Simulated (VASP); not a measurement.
The system is Se.

```
Se
1.0
     2.78952    0.04509   -0.00335
     0.04509    2.79977    0.00512
    -0.00335    0.00512    2.84344
Se
1
Direct
  0.04528 0.00088 0.99280
```

This cell differs from its parent crystal: the cell strained at random.

Base run:

```yaml
Program: VASP 6.6.1
Functional: BLYP
Dispersion: D3(BJ)
Potentials_or_basis: VASP PAW PBE potentials, release 64 (Se)
Cutoff: 520 eV
k_mesh: 9 × 9 × 9
Occupations: tetrahedron
Spin: no spin polarisation
```

Its results: band gap on the k mesh zero (band 3 reaches 8.03 eV, above the bottom of band 4 at 2.20 eV); pressure 0.9 GPa.

Task: The run is repeated on the same cell with these changes: dispersion from D3(BJ) to D4; occupations from tetrahedron to gaussian, width 0.05 eV. What comes out?

Result: Band gap on the k mesh zero (band 3 reaches 8.04 eV, above the bottom of band 4 at 2.19 eV); pressure 2.0 GPa.

Caveats: the PAW data sets were made with another functional, which shifts forces and pressure a little; pairwise dispersion overbinds metals, which lowers pressure and volume; tetrahedron occupations give inexact forces and stress in metals (some runs).
